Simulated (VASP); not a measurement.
# Ru (P6_3/mmc) in VASP: further runs

Ru is run at these levels: PBE+D4, PBEsol+D3(BJ); tasks: single point.

Everything below comes from runs of VASP 6.6.1. Logs are shortened: lines on timing, memory, paths and dates and some standing lists are left out, and cuts for length are marked.

### 1 The cell of the first run

It takes space group P6_3/mmc (No. 194, hexagonal). The conventional cell has a = 2.724 Å, b = 2.724 Å, c = 4.310 Å, α = 90.00°, β = 90.00°, γ = 120.00°. Within 3.5 Å of Ru (site symmetry -6m2) lie 12 Ru at 2.67 to 2.72 Å.

### 2 Single point, PBE+D4

INCAR

```
ALGO = Normal ; EDIFF = 1E-6
ENCUT = 520 ; GGA = PE
ISIF = 2 ; ISMEAR = -1
IVDW = 13 ; LASPH = True
LCHARG = False ; LREAL = False
LWAVE = False ; NBANDS = 21
NELM = 80 ; PREC = Accurate
SIGMA = 0.05
```

KPOINTS

```
k-points
0
Gamma
  11 11 6
```

POSCAR

```
Ru
1.0
    2.7237197275      0.0000000000      0.0000000000
   -1.3618598638      2.3588104769      0.0000000000
    0.0000000000      0.0000000000      4.3102577801
Ru
2
Direct
    0.6666666667      0.3333333333      0.7500000000
    0.3333333333      0.6666666667      0.2500000000
```

Potentials or basis: VASP PAW PBE potentials, release 64 (Ru_pv).

Command:

```console
cat potpaw_PBE.64/Ru_pv/POTCAR > POTCAR
mpirun -np 1 vasp_std > vasp.out
```

OUTCAR:

```text
EDIFF = 1E-6
   ENCUT = 520
   GGA = PE
   ISIF = 2
   ISMEAR = -1
   IVDW = 13
   LASPH = True
   LREAL = False
   NELM = 80
   PREC = Accurate

 ion  position               nearest neighbor table
   1  0.667  0.333  0.750-   2 2.67   2 2.67   2 2.67   2 2.67   2 2.67   2 2.67
   2  0.333  0.667  0.250-   1 2.67   1 2.67   1 2.67   1 2.67   1 2.67   1 2.67

  LATTYP: Found a hexagonal cell.
 ALAT       =     2.7237197275
 C/A-ratio  =     1.5824894671

  Lattice vectors:

 A1 = (   2.7237197275,   0.0000000000,   0.0000000000)
 A2 = (  -1.3618598638,   2.3588104769,   0.0000000000)
 A3 = (   0.0000000000,   0.0000000000,   4.3102577801)

Analysis of symmetry for initial positions (statically):
=====================================================================
 Subroutine PRICEL returns:
 Original cell was already a primitive cell.

 Routine SETGRP: Setting up the symmetry group for a
 hexagonal supercell.

 Subroutine GETGRP returns: Found 24 space group operations
 (whereof 12 operations were pure point group operations)
 out of a pool of 24 trial point group operations.

The static configuration has the point symmetry D_3d.
 The point group associated with its full space group is D_6h.

Analysis of symmetry for dynamics (positions and initial velocities):
=====================================================================
 Subroutine PRICEL returns:
 Original cell was already a primitive cell.

 Routine SETGRP: Setting up the symmetry group for a
 hexagonal supercell.

 Subroutine GETGRP returns: Found 24 space group operations
 (whereof 12 operations were pure point group operations)
 out of a pool of 24 trial point group operations.

The dynamic configuration has the point symmetry D_3d.
 The point group associated with its full space group is D_6h.

 Subroutine INISYM returns: Found 24 space group operations
 (whereof 12 operations are pure point group operations),
 and found     1 'primitive' translations

----------------------------------------------------------------------------------------

                                     Primitive cell

  volume of cell :      27.6923

  direct lattice vectors                    reciprocal lattice vectors
[... 80 lines left out ...]
   ICHARG =      2    charge: 1-file 2-atom 10-const
   ISPIN  =      1    spin polarized calculation?
   LNONCOLLINEAR =      F non collinear calculations
   LSORBIT =      F    spin-orbit coupling
   LASPH  =      T    aspherical Exc in radial PAW
   ENCUT  =  520.0 eV  38.22 Ry    6.18 a.u.   5.06  5.06  8.01*2*pi/ulx,y,z
   NELM   =     80;   NELMIN=  2; NELMDL= -5     # of ELM steps
   EDIFF  = 0.1E-05   stopping-criterion for ELM
   LREAL  =      F    real-space projection
   EDIFFG = 0.1E-04   stopping-criterion for IOM
   NSW    =      0    number of steps for IOM
   IBRION =     -1    ionic relax: 0-MD 1-quasi-New 2-CG
   NFREE  =      0    steps in history (QN), initial steepest desc. (CG)
   ISIF   =      2    stress and relaxation
   ISYM   =      2    0-nonsym 1-usesym 2-fastsym
   POTIM  = 0.5000    time-step for ionic-motion
   TEBEG  =    0.0;   TEEND  =   0.0 temperature during run
   PSTRESS=    0.0 pullay stress
   NELECT =      28.0000    total number of electrons
   NUPDOWN=      -1.0000    fix difference up-down
   EMIN   =  10.00;   EMAX   =-10.00  energy-range for DOS
   EFERMI =   0.00;   METHOD = LEGACY
   ISMEAR =    -1;   SIGMA  =   0.05  broadening in eV -4-tet -1-fermi 0-gaus
   EFERMI_NEDOS =   21; number of points for ismear=-14 and -15
   IALGO  =     38    algorithm
   IMIX   =      4    mixing-type and parameters
     AMIX     =   0.40;   BMIX     =  1.00
     AMIX_MAG =   1.60;   BMIX_MAG =  1.00
  volume/ion in A,a.u.               =      13.85        93.44
  Fermi-wavevector in a.u.,A,eV,Ry     =   1.643140  3.105085 36.734499  2.699910
  Thomas-Fermi vector in A             =   2.733325
   LORBIT       =      0    0 simple, 1 ext, 2 COOP (PROOUT), +10 PAW based schemes
   GGA     = PE    functional components
   LHFCALC =     F    Hartree Fock is set to
   AEXX    =    0.0000 exact exchange contribution
   IVDW    =    13    specifies the selected vdW correction
   LEPSILON=     F    determine dielectric tensor
   LRPA    =     F    only Hartree local field effects (RPA)
 non-spin polarized calculation
  energy-cutoff  :      520.00
  volume of cell :       27.69
 maximum number of plane-waves:       764
   NGX = 11   NGY = 11   NGZ = 17

 number of electron      28.0000015 magnetization

 Free energy of the ion-electron system (eV)
  ---------------------------------------------------
  ext. energy  EPLUGINS =         0.00000000
  ---------------------------------------------------
  free energy    TOTEN  =       -18.46454138 eV

  energy without entropy =      -18.44723467  energy(sigma->0) =      -18.45588803

 E-fermi :  12.4182     XC(G=0): -13.9982

 val. band max:       12.3989849202   @ k =   0.2727  -0.0000   0.0000
 cond. band min:      12.4352886512   @ k =   0.2727   0.1818   0.0000
 fundamental gap:      0.0363037310
 Fermi energy:        12.4181694177

 k-point     1 :       0.0000    0.0000    0.0000
  band No.  band energies     occupation
      1     -31.0902      2.00000
      2     -30.2159      2.00000
      3     -30.2159      2.00000
      4     -30.0558      2.00000
      5     -30.0558      2.00000
      6     -30.0187      2.00000
[... 565 lines left out ...]
     20      22.9301      0.00000
     21      24.0029      0.00000

 [... further k-points ...]

------------------------ aborting loop because EDIFF is reached ----------------------------------------

  DFT-D4 for vdW energy calculation

  Edisp (eV):   -1.03111

  FORCE on cell =-STRESS in cart. coord.  units (eV):
  Direction    XX          YY          ZZ          XY          YZ          ZX
  --------------------------------------------------------------------------------------
  -------------------------------------------------------------------------------------
  Total      -1.26483    -1.26483    -1.34967     0.00000    -0.00000     0.00000
  in kB     -73.17853   -73.17853   -78.08685     0.00000    -0.00000     0.00000
  external pressure =      -74.81 kB  Pullay stress =        0.00 kB

 VOLUME and BASIS-vectors are now :
 -----------------------------------------------------------------------------
  energy-cutoff  :      520.00
  volume of cell :       27.69
      direct lattice vectors                 reciprocal lattice vectors
     2.723719727  0.000000000  0.000000000     0.367144971  0.211971248  0.000000000
    -1.361859864  2.358810477  0.000000000     0.000000000  0.423942496  0.000000000
     0.000000000  0.000000000  4.310257780     0.000000000  0.000000000  0.232004685

 POSITION                                       TOTAL-FORCE (eV/Angst)
 -----------------------------------------------------------------------------------
      1.36186      0.78627      3.23269        -0.000000      0.000000      0.000000
     -0.00000      1.57254      1.07756         0.000000     -0.000000      0.000000
 -----------------------------------------------------------------------------------
    total drift:                                0.000000     -0.000000      0.000000

  FREE ENERGIE OF THE ION-ELECTRON SYSTEM (eV)
  ---------------------------------------------------
  free  energy   TOTEN  =       -19.4956532685 eV

  energy  without entropy=      -19.4783465600  energy(sigma->0) =      -19.48699991
```

stdout:

```text
POSCAR found type information on POSCAR Ru
 POSCAR found :  1 types and       2 ions
 scaLAPACK will be used
 LDA part: xc-table for (Slater+PW92), standard interpolation
 POSCAR, INCAR and KPOINTS ok, starting setup
 FFT: planning ... GRIDC
 FFT: planning ... GRID_SOFT
 FFT: planning ... GRID
 WAVECAR not read
 entering main loop
```

Wall time 56 s (1 thread of AMD EPYC 7R13, shared host); peak memory 0.12 GiB.

What came out:

* Free energy: -19.4957 eV
* Pressure: -7.5 GPa
* Band gap on the k mesh: zero (band 14 reaches 13.93 eV, above the bottom of band 15 at 10.96 eV)
* Dispersion energy per atom: -0.516 eV

Levels at points of the mesh, in eV from the Fermi level:
| k point | band 11 | band 12 | band 13 | band 14 | band 15 | band 16 | band 17 | band 18 |
| --- | --- | --- | --- | --- | --- | --- | --- | --- |
| (0.00, 0.00, 0.00) | -2.28 | -1.79 | -1.79 | -1.28 | -1.28 | 1.21 | 1.21 | 1.34 |
| (0.00, 0.00, 0.50) | -2.61 | -2.61 | -2.58 | -2.58 | 0.59 | 0.59 | 0.59 | 0.59 |

Caveat: pairwise dispersion overbinds metals, which lowers pressure and volume.

### 3 Single point, PBEsol+D3(BJ)

INCAR

```
SYSTEM = Ru
ALGO = Normal
EDIFF = 1E-6
ENCUT = 520
GGA = PS
ISIF = 2
ISMEAR = -1
IVDW = 12
LASPH = .TRUE.
LCHARG = .TRUE.
LELF = .TRUE.
LREAL = .FALSE.
LVHAR = .TRUE.
LWAVE = .FALSE.
NBANDS = 21
NELM = 80
PREC = Accurate
SIGMA = 0.05
```

KPOINTS

```
k-points
0
G
  11 11 6
  0 0 0
```

POSCAR is that of step 2.

Potentials or basis: VASP PAW PBE potentials, release 64 (Ru_pv).

Command:

```console
cat potpaw_PBE.64/Ru_pv/POTCAR > POTCAR
mpirun -np 1 vasp_std > vasp.out
```

Run time: 50 s. Hardware: 1 thread of AMD EPYC 7R13, shared host; peak memory 0.13 GiB.

It converged, with:

```
Free energy                : -21.4622 eV
Pressure                   : -19.0 GPa
Band gap on the k mesh     : zero (band 14 reaches 13.79 eV, above the bottom of band 15 at 10.81 eV)
Dispersion energy per atom : -0.583 eV
```

Stress tensor (GPa, compression positive):
```
-18.75   0.00   0.00
  0.00 -18.75   0.00
  0.00   0.00 -19.64
```

Levels at points of the mesh, in eV from the Fermi level:
| k point | band 11 | band 12 | band 13 | band 14 | band 15 | band 16 | band 17 | band 18 |
| --- | --- | --- | --- | --- | --- | --- | --- | --- |
| (0.00, 0.00, 0.00) | -2.29 | -1.79 | -1.79 | -1.28 | -1.28 | 1.23 | 1.23 | 1.28 |
| (0.00, 0.00, 0.50) | -2.62 | -2.62 | -2.61 | -2.61 | 0.60 | 0.60 | 0.60 | 0.60 |

Caveat: the PAW data sets were made with another functional, which shifts forces and pressure a little; pairwise dispersion overbinds metals, which lowers pressure and volume.
